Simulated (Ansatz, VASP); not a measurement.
## ZnO: VASP beside Ansatz

The input INCAR:

```
PREC     = Accurate       # precision mode
ENCUT    = 520            # plane-wave cutoff, eV
EDIFF    = 1E-6           # SCF threshold, eV
ISMEAR   = 0              # smearing method
SIGMA    = 0.1            # smearing width, eV
LREAL    = F              # projectors in reciprocal space
LASPH    = T              # aspherical terms in the spheres
NELM     = 60             # most SCF steps
ALGO     = Normal         # electronic algorithm
ISIF     = 2              # what is computed and relaxed
LWAVE    = F              # write WAVECAR
LCHARG   = T              # write CHGCAR
GGA      = PE             # functional
LELF     = T              # ELF
LVHAR    = T            
NBANDS   = 26             # bands
```

The input KPOINTS:

```
Automatic mesh
0
Gamma
  6 6 4
```

File POSCAR:

```
ZnO
1.0
    3.2373510200      0.0000000000      0.0000000000
   -1.6186755100      2.8036282300      0.0000000000
    0.0000000000      0.0000000000      5.2220613000
Zn O
2 2
Direct
    0.6666666700      0.3333333300      0.5005917000
    0.3333333300      0.6666666700      0.0005917000
    0.6666666700      0.3333333300      0.8797183000
    0.3333333300      0.6666666700      0.3797183000
```

Input for Ansatz:

```yaml
crystal:
  lattice:
    - [3.23735102, 0.0, 0.0]
    - [-1.61867551, 2.80362823, 0.0]
    - [0.0, 0.0, 5.2220613]
  atoms:
    - { symbol: Zn, position: [0.66666667, 0.33333333, 0.5005917] }
    - { symbol: Zn, position: [0.33333333, 0.66666667, 0.0005917] }
    - { symbol: O, position: [0.66666667, 0.33333333, 0.8797183] }
    - { symbol: O, position: [0.33333333, 0.66666667, 0.3797183] }
basis:
  ecutwfc: 420
kpoints:
  mp_grid: { grid: [6, 6, 4] }
hamiltonian:
  xc: pbe
scf:
  occupations: { method: gaussian, width: 0.1 }
output:
  forces: true
  stress: true
  eigenvalues: true
```

Alike in both runs: task single point; functional PBE; k mesh 6 × 6 × 4; occupations gaussian, width 0.1 eV; no spin polarisation.

```csv
,VASP,Ansatz
version,VASP 6.6.1,Ansatz 0.2.0
potentials or method,"VASP PAW PBE potentials, release 64 (Zn, O), cutoff 520 eV","scalar-relativistic, plane waves, PAW"
valence electrons in the cell,36,36
```

```csv
,VASP,Ansatz,Ansatz less VASP
gap on the k mesh at the Fermi level (eV),0.79,0.80,+0.015
least direct gap on the mesh (eV),0.79,0.80,+0.015
pressure (GPa),6.7,5.5,-1.12
```
